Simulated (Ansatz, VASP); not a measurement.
Si7Ge in VASP and in Ansatz

The input INCAR:

```
  PREC = Accurate
  ENCUT = 520
  EDIFF = 1E-6
  ISMEAR = 0
  SIGMA = 0.03
  LREAL = False
  LASPH = True
  NELM = 60
  ALGO = Normal
  ISIF = 2
  LWAVE = False
  LCHARG = False
  GGA = PS
  NBANDS = 31
```

Contents of KPOINTS:

```
regular mesh
0
Gamma
  8 8 8
```

Contents of POSCAR:

```
Si7Ge
1.0
    5.0821894470      0.0000000000      0.0000000000
    0.0000000000      5.0821894470      0.0000000000
    0.0000000000      0.0000000000      5.2905592143
Si Ge
7 1
Direct
    0.2525986838      0.2525986838      0.2525986838
    0.0000000000      0.5000000000      0.5000000000
    0.5000000000      0.5000000000      0.0000000000
    0.5000000000      0.0000000000      0.5000000000
    0.7474013162      0.2525986838      0.7474013162
    0.7474013162      0.7474013162      0.2525986838
    0.2525986838      0.7474013162      0.7474013162
    0.0000000000      0.0000000000      0.0000000000
```

Input for Ansatz:

```yaml
crystal:
  lattice:
    - [5.082189447, 0.0, 0.0]
    - [0.0, 5.082189447, 0.0]
    - [0.0, 0.0, 5.2905592143]
  atoms:
    - { symbol: Si, position: [0.2525986838, 0.2525986838, 0.2525986838] }
    - { symbol: Si, position: [0.0, 0.5, 0.5] }
    - { symbol: Si, position: [0.5, 0.5, 0.0] }
    - { symbol: Si, position: [0.5, 0.0, 0.5] }
    - { symbol: Si, position: [0.7474013162, 0.2525986838, 0.7474013162] }
    - { symbol: Si, position: [0.7474013162, 0.7474013162, 0.2525986838] }
    - { symbol: Si, position: [0.2525986838, 0.7474013162, 0.7474013162] }
    - { symbol: Ge, position: [0.0, 0.0, 0.0] }
basis:
  ecutwfc: 420
kpoints:
  mp_grid: { grid: [8, 8, 8] }
hamiltonian:
  xc: pbesol
  pseudopotentials: { kind: paw, azcp: { folder: soft_1 } }
scf:
  occupations: { method: gaussian, width: 0.03 }
output:
  forces: true
  stress: true
  eigenvalues: true
```

Alike in both runs: task single point; functional PBEsol; k mesh 8 × 8 × 8; occupations gaussian, width 0.03 eV; no spin polarisation.

|  | VASP | Ansatz |
| --- | --- | --- |
| version | VASP 6.6.1 | Ansatz 0.2.0 |
| potentials or method | VASP PAW PBE potentials, release 64 (Si, Ge_d), cutoff 520 eV | scalar-relativistic, plane waves, PAW |
| valence electrons in the cell | 42 | 42 |

Ansatz gave:

```
gap on the k mesh at the Fermi level (eV)                     : none
pressure (GPa)                                                : 22.7
traceless stress, the component that is largest in VASP (GPa) : -2.33
rms of the force components (eV/Å)                            : 0.010
```

Task: Estimate VASP's values.

Result: gap on the k mesh at the Fermi level (eV): none; pressure (GPa): 22.8; traceless stress, the component that is largest in VASP (GPa): -2.33; rms of the force components (eV/Å): 0.010.

VASP's potentials were made for PBE, not for PBEsol, and Ansatz warns of the same on its side. Atom by atom the forces differ by 0.005 eV/Å (rms over components). A gap of «none» marks a metal or a gap that the smearing closes.
